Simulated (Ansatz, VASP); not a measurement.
## Hf: VASP beside Ansatz

```
CELL_PARAMETERS angstrom
0.00000 2.24261 2.24261
2.24261 0.00000 2.24261
2.24261 2.24261 0.00000
ATOMIC_POSITIONS crystal
Hf 0.00000 0.00000 0.00000
```

Alike in both runs: functional PBE; k mesh 16 × 16 × 16; occupations gaussian, width 0.1 eV; no spin polarisation.

Ansatz relaxed the structure, and its values are those at the end. VASP's run is a single point on that final structure, the one shown.

|  | VASP | Ansatz |
| --- | --- | --- |
| version | VASP 6.6.1 | Ansatz 0.2.0 |
| potentials or method | VASP PAW PBE potentials, release 64 (Hf_pv), cutoff 520 eV | scalar-relativistic, plane waves, PAW |
| valence electrons in the cell | 10 | 26 |

```tsv
	VASP	Ansatz	Ansatz less VASP
gap on the k mesh at the Fermi level (eV)	none	none	-
pressure (GPa)	-0.4	0.0	+0.44
```

A gap of «none» marks a metal or a gap that the smearing closes. VASP's potentials hold 10 valence electrons a cell and Ansatz's 26, so a difference there can come from the potentials and not from the codes.

Spin-orbit coupling is off throughout.
